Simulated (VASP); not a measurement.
Wanted: the native input for a VASP 6.6.1 run.

```
Task                   : single point
Functional             : PBE
Potentials or basis    : VASP PAW PBE potentials, release 64 (Ga_d, Y_sv, La)
Cutoff                 : 520 eV
k mesh                 : 3 × 3 × 3
Occupations            : methfessel-paxton, width 0.15 eV
Spin                   : no spin polarisation
Dipole correction      : no
Further INCAR settings : ALGO = Normal; EDIFF = 1e-06; NBANDS = 68
```

The structure of LaY3Ga lies in POSCAR:

```
LaY3Ga
1.0
    3.4385986600      1.9852780300      5.5554572300
   -3.4385986600      1.9852780300      5.5554572300
    0.0000000000     -3.9705495600      5.5554595500
Ga Y La
2 6 2
Direct
    0.0007022380      0.0084338760     -0.0058287331
    0.5057608915      0.5046508463      0.4912957752
    0.8316710680      0.6761882528      0.2496621606
    0.2469501390      0.8202133182      0.6820209961
    0.6800880795      0.2447953489      0.8184035236
    0.1749430306      0.3331667880      0.7499254737
    0.7484812944      0.1781521592      0.3233915150
    0.3115817723      0.7433931428      0.1882116090
    0.2558421846      0.2316297049      0.2483986707
    0.7449361080      0.7644207896      0.7514617418
```

The input as run:

INCAR

```
PREC = Accurate
ENCUT = 520
EDIFF = 1E-6
ISMEAR = 1
SIGMA = 0.15
LREAL = False
LASPH = True
NELM = 60
ALGO = Normal
ISIF = 2
LWAVE = False
LCHARG = False
GGA = PE
NBANDS = 68
```

KPOINTS

```
Automatic mesh
0
Gamma
  3 3 3
```

Potentials or basis: VASP PAW PBE potentials, release 64 (Ga_d, Y_sv, La).

Run with:

```console
$ cat potpaw_PBE.64/Ga_d/POTCAR potpaw_PBE.64/Y_sv/POTCAR potpaw_PBE.64/La/POTCAR > POTCAR
$ mpirun -np 1 vasp_std > vasp.out
```

Results of the run:

```json
{
  "Pressure": "30.2 GPa",
  "Largest force": "0.701 eV/Å",
  "Band gap on the k mesh": "zero (bands 57 and 58 overlap by 0.72 eV)"
}
```

Caveat: the k points lie up to 0.37 Å⁻¹ apart, too coarse for converged energies and pressures of a metal; spin-orbit coupling is left out, which moves the levels of the heavy elements.

It took 7.5 min on 1 thread of Intel(R) Xeon(R) Platinum 8488C (Sapphire Rapids), with other jobs on the host, peak memory 0.49 GiB.
